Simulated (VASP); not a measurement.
# Cu4O (Im-3m) in VASP: a series of runs

Runs on Cu4O. Level: PBE. Tasks: single point, relaxation of cell and atoms.

All numbers are computed with VASP 6.6.1; they aren't measurements. Logs are shortened: lines on timing, memory, paths and dates and some standing lists are left out, and cuts for length are marked.

## 1. The cell of the first run

Symmetry: Im-3m, No. 229, cubic system. The conventional cell has a = 5.049 Å, b = 5.049 Å, c = 5.049 Å, α = 90.00°, β = 90.00°, γ = 90.00°. Within 2.9 Å of Cu (site symmetry -3m) lie 2 O at 2.19 Å and 6 Cu at 2.52 Å. Within 2.9 Å of O (site symmetry m-3m) lie 8 Cu at 2.19 Å.

## 2. Single point, PBE

File INCAR:

```
ALGO     = Normal         # electronic algorithm
EDIFF    = 1E-6           # SCF threshold, eV
ENCUT    = 520            # plane-wave cutoff, eV
GGA      = PE             # functional
ISIF     = 2              # what is computed and relaxed
ISMEAR   = 0              # smearing method
LASPH    = T              # aspherical terms in the spheres
LCHARG   = F              # write CHGCAR
LREAL    = F              # projectors in reciprocal space
LWAVE    = F              # write WAVECAR
NBANDS   = 33             # bands
NELM     = 60             # most SCF steps
PREC     = Accurate       # precision mode
SIGMA    = 0.1            # smearing width, eV
```

File KPOINTS:

```
k-points
0
Gamma
  10 10 10
```

File POSCAR:

```
Cu4O
1.0
   -2.5244580462      2.5244580462      2.5244580462
    2.5244580462     -2.5244580462      2.5244580462
    2.5244580462      2.5244580462     -2.5244580462
Cu O
4 1
Direct
    0.0000000000      0.0000000000      0.5000000000
    0.0000000000      0.5000000000      0.0000000000
    0.5000000000      0.0000000000      0.0000000000
    0.5000000000      0.5000000000      0.5000000000
    0.0000000000      0.0000000000      0.0000000000
```

Potentials or basis: VASP PAW PBE potentials, release 64 (Cu, O).

On the command line:

```
cat potpaw_PBE.64/Cu/POTCAR potpaw_PBE.64/O/POTCAR > POTCAR
mpirun -np 1 vasp_std > vasp.out
```

OUTCAR:

```text
EDIFF = 1E-6
   ENCUT = 520
   GGA = PE
   ISIF = 2
   ISMEAR = 0
   LASPH = T
   LREAL = F
   NELM = 60
   PREC = Accurate

 ion  position               nearest neighbor table
   1  0.000  0.000  0.500-   5 2.19   5 2.19   4 2.52   2 2.52   3 2.52   2 2.52   3 2.52   4 2.52

   2  0.000  0.500  0.000-   5 2.19   5 2.19   4 2.52   1 2.52   3 2.52   1 2.52   4 2.52   3 2.52

   3  0.500  0.000  0.000-   5 2.19   5 2.19   4 2.52   1 2.52   4 2.52   2 2.52   1 2.52   2 2.52

   4  0.500  0.500  0.500-   5 2.19   5 2.19   3 2.52   1 2.52   3 2.52   2 2.52   1 2.52   2 2.52

   5  0.000  0.000  0.000-   1 2.19   2 2.19   3 2.19   4 2.19   1 2.19   2 2.19   3 2.19   4 2.19

  LATTYP: Found a body centered cubic cell.
 ALAT       =     5.0489160924

  Lattice vectors:

 A1 = (  -2.5244580462,   2.5244580462,   2.5244580462)
 A2 = (   2.5244580462,  -2.5244580462,   2.5244580462)
 A3 = (   2.5244580462,   2.5244580462,  -2.5244580462)

Analysis of symmetry for initial positions (statically):
=====================================================================
 Subroutine PRICEL returns:
 Original cell was already a primitive cell.

 Routine SETGRP: Setting up the symmetry group for a
 body centered cubic supercell.

 Subroutine GETGRP returns: Found 48 space group operations
 (whereof 48 operations were pure point group operations)
 out of a pool of 48 trial point group operations.

The static configuration has the point symmetry O_h .

Analysis of symmetry for dynamics (positions and initial velocities):
=====================================================================
 Subroutine PRICEL returns:
 Original cell was already a primitive cell.

 Routine SETGRP: Setting up the symmetry group for a
 body centered cubic supercell.

 Subroutine GETGRP returns: Found 48 space group operations
 (whereof 48 operations were pure point group operations)
 out of a pool of 48 trial point group operations.

The dynamic configuration has the point symmetry O_h .

 Subroutine INISYM returns: Found 48 space group operations
 (whereof 48 operations are pure point group operations),
 and found     1 'primitive' translations

----------------------------------------------------------------------------------------

                                     Primitive cell
[... 96 lines left out ...]
   NELM   =     60;   NELMIN=  2; NELMDL= -5     # of ELM steps
   EDIFF  = 0.1E-05   stopping-criterion for ELM
   LREAL  =      F    real-space projection
   EDIFFG = 0.1E-04   stopping-criterion for IOM
   NSW    =      0    number of steps for IOM
   IBRION =     -1    ionic relax: 0-MD 1-quasi-New 2-CG
   NFREE  =      0    steps in history (QN), initial steepest desc. (CG)
   ISIF   =      2    stress and relaxation
   ISYM   =      2    0-nonsym 1-usesym 2-fastsym
   POTIM  = 0.5000    time-step for ionic-motion
   TEBEG  =    0.0;   TEEND  =   0.0 temperature during run
   PSTRESS=    0.0 pullay stress
   NELECT =      50.0000    total number of electrons
   NUPDOWN=      -1.0000    fix difference up-down
   EMIN   =  10.00;   EMAX   =-10.00  energy-range for DOS
   EFERMI =   0.00;   METHOD = LEGACY
   ISMEAR =     0;   SIGMA  =   0.10  broadening in eV -4-tet -1-fermi 0-gaus
   EFERMI_NEDOS =   21; number of points for ismear=-14 and -15
   IALGO  =     38    algorithm
   IMIX   =      4    mixing-type and parameters
     AMIX     =   0.40;   BMIX     =  1.00
     AMIX_MAG =   1.60;   BMIX_MAG =  1.00
  volume/ion in A,a.u.               =      12.87        86.85
  Fermi-wavevector in a.u.,A,eV,Ry     =   1.505024  2.844082 30.818507  2.265096
  Thomas-Fermi vector in A             =   2.615927
   LORBIT       =      0    0 simple, 1 ext, 2 COOP (PROOUT), +10 PAW based schemes
   GGA     = PE    functional components
   LHFCALC =     F    Hartree Fock is set to
   AEXX    =    0.0000 exact exchange contribution
   IVDW    =     0    specifies the selected vdW correction
   LEPSILON=     F    determine dielectric tensor
   LRPA    =     F    only Hartree local field effects (RPA)
 non-spin polarized calculation
 Gauss-broadening in eV      SIGMA  =   0.10
  energy-cutoff  :      520.00
  volume of cell :       64.35
 maximum number of plane-waves:      1756
 NGX is ok and might be reduce to    36
   NGX = 17   NGY = 17   NGZ = 17

 number of electron      50.0000003 magnetization

 Free energy of the ion-electron system (eV)
  ---------------------------------------------------
  ext. energy  EPLUGINS =         0.00000000
  ---------------------------------------------------
  free energy    TOTEN  =       -18.58737199 eV

  energy without entropy =      -18.58485091  energy(sigma->0) =      -18.58611145

 E-fermi :   5.7279     XC(G=0): -11.5907

 val. band max:        5.6853889840   @ k =  -0.4000   0.4000   0.4000
 cond. band min:       5.8122676013   @ k =  -0.4000   0.5000   0.3000
 fundamental gap:      0.1268786172
 Fermi energy:         5.7279282754

 k-point     1 :       0.0000    0.0000    0.0000
  band No.  band energies     occupation
      1     -13.9791      2.00000
      2      -0.6891      2.00000
      3       0.3189      2.00000
      4       0.3189      2.00000
      5       0.3189      2.00000
      6       1.7365      2.00000
[... 853 lines left out ...]
     32      14.6628      0.00000
     33      15.4586      0.00000

 [... further k-points ...]

------------------------ aborting loop because EDIFF is reached ----------------------------------------

  FORCE on cell =-STRESS in cart. coord.  units (eV):
  Direction    XX          YY          ZZ          XY          YZ          ZX
  --------------------------------------------------------------------------------------
  -------------------------------------------------------------------------------------
  Total        0.1020829      0.1020829      0.1020829      0.0000000      0.0000000      0.0000000
  in kB        2.5415515      2.5415515      2.5415515      0.0000000      0.0000000      0.0000000
  external PRESSURE =       2.5415515 kB  Pullay stress =       0.0000000 kB

 VOLUME and BASIS-vectors are now :
 -----------------------------------------------------------------------------
  energy-cutoff  :      520.00
  volume of cell :       64.35
      direct lattice vectors                 reciprocal lattice vectors
    -2.524458046  2.524458046  2.524458046     0.000000000  0.198062313  0.198062313
     2.524458046 -2.524458046  2.524458046     0.198062313  0.000000000  0.198062313
     2.524458046  2.524458046 -2.524458046     0.198062313  0.198062313  0.000000000

 POSITION                                       TOTAL-FORCE (eV/Angst)
 -----------------------------------------------------------------------------------
      1.26223      1.26223     -1.26223        -0.000000      0.000000      0.000000
      1.26223     -1.26223      1.26223         0.000000      0.000000      0.000000
     -1.26223      1.26223      1.26223        -0.000000     -0.000000     -0.000000
      1.26223      1.26223      1.26223         0.000000      0.000000      0.000000
      0.00000      0.00000      0.00000        -0.000000      0.000000     -0.000000
 -----------------------------------------------------------------------------------
    total drift:                                0.000000     -0.000000      0.000000

  FREE ENERGIE OF THE ION-ELECTRON SYSTEM (eV)
  ---------------------------------------------------
  free  energy   TOTEN  =       -18.5873719935 eV

  energy  without entropy=      -18.5848509074  energy(sigma->0) =      -18.58611145
```

OSZICAR:

```text
N       E                     dE             d eps       ncg     rms          rms(c)
DAV:   1     0.415114344793E+03    0.41511E+03   -0.22373E+04  3150   0.250E+03
DAV:   2     0.320647070034E+02   -0.38305E+03   -0.36677E+03  3103   0.421E+02
DAV:   3    -0.200957181681E+02   -0.52160E+02   -0.47844E+02  3962   0.186E+02
DAV:   4    -0.225171508045E+02   -0.24214E+01   -0.23735E+01  4506   0.454E+01
DAV:   5    -0.225373282926E+02   -0.20177E-01   -0.20150E-01  4351   0.433E+00    0.154E+01
DAV:   6    -0.216510849855E+02    0.88624E+00   -0.39841E+01  3947   0.123E+02    0.124E+01
DAV:   7    -0.185496594173E+02    0.31014E+01   -0.10156E+01  3818   0.703E+01    0.163E+00
DAV:   8    -0.186120165491E+02   -0.62357E-01   -0.11960E+00  4003   0.888E+00    0.866E-01
DAV:   9    -0.185897372333E+02    0.22279E-01   -0.31270E-02  4564   0.224E+00    0.393E-01
DAV:  10    -0.185887733412E+02    0.96389E-03   -0.67671E-03  3873   0.783E-01    0.282E-01
DAV:  11    -0.185878085438E+02    0.96480E-03   -0.10855E-02  4109   0.123E+00    0.180E-01
DAV:  12    -0.185874186351E+02    0.38991E-03   -0.19563E-03  4380   0.497E-01    0.637E-02
DAV:  13    -0.185873749631E+02    0.43672E-04   -0.44549E-04  4099   0.276E-01    0.164E-02
DAV:  14    -0.185873740076E+02    0.95550E-06   -0.14152E-05  3540   0.452E-02    0.109E-02
DAV:  15    -0.185873721873E+02    0.18203E-05   -0.11633E-05  3642   0.293E-02    0.468E-03
DAV:  16    -0.185873719935E+02    0.19386E-06   -0.93024E-07  1883   0.106E-02
   1 F= -.18587372E+02 E0= -.18586111E+02  d E =-.252109E-02
```

stdout:

```text
POSCAR found type information on POSCAR CuO
 POSCAR found :  2 types and       5 ions
 scaLAPACK will be used
 LDA part: xc-table for (Slater+PW92), standard interpolation
 POSCAR, INCAR and KPOINTS ok, starting setup
 FFT: planning ... GRIDC
 FFT: planning ... GRID_SOFT
 FFT: planning ... GRID
 WAVECAR not read
 entering main loop
```

It took 2.4 min on 1 thread of Intel Xeon Platinum 8259CL at 2.50GHz (Skylake/Cascade Lake), shared host; peak memory 0.24 GiB.

What came out:

| Item | Value |
| --- | --- |
| Free energy | -18.5874 eV |
| Pressure | 0.3 GPa |
| Band gap on the k mesh | zero (band 25 reaches 6.07 eV, above the bottom of band 26 at 4.96 eV) |

Levels at points of the mesh, in eV from the Fermi level:
| k point | band 22 | band 23 | band 24 | band 25 | band 26 | band 27 | band 28 | band 29 |
| --- | --- | --- | --- | --- | --- | --- | --- | --- |
| (0.00, 0.00, 0.00) | -1.68 | -1.22 | -1.22 | -1.22 | 3.47 | 3.47 | 3.47 | 6.41 |
| (0.50, 0.00, 0.00) | -1.95 | -1.92 | -1.45 | -1.00 | 0.99 | 2.23 | 3.77 | 4.37 |
| (0.50, 0.50, 0.50) | -1.19 | -1.19 | -0.77 | -0.77 | -0.77 | 3.17 | 3.17 | 3.17 |

With open d or f shells a metallic result of PBE can be an artefact of self-interaction; +U or a hybrid may open a gap.

(Continued in part 2 of 2.)
